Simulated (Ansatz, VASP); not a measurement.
**Hf: VASP beside Ansatz**

```xyz
1
Lattice="2.8206 0.0000 0.0000 0.0000 2.8206 0.0000 0.0000 0.0000 2.8206" Properties=species:S:1:pos:R:3 pbc="T T T"
Hf    0.0000    0.0000    0.0000
```

Alike in both runs: task single point; functional r2SCAN; k mesh 12 × 12 × 12; occupations fermi-dirac, width 0.1 eV; no spin polarisation.

|  | VASP | Ansatz |
| --- | --- | --- |
| version | VASP 6.6.1 | Ansatz 0.2.0 |
| potentials or method | VASP PAW PBE potentials, release 64 (Hf_pv), cutoff 520 eV | plane waves (500 eV) with PAW, scalar-relativistic |
| valence electrons in the cell | 10 | 26 |

|  | VASP | Ansatz | Ansatz less VASP |
| --- | --- | --- | --- |
| pressure (GPa) | 7.0 | 7.3 | +0.30 |

VASP's potentials were made for PBE, not for r2SCAN. VASP's potentials hold 10 valence electrons a cell and Ansatz's 26, so a difference there can come from the potentials and not from the codes.

Spin-orbit coupling is off throughout.
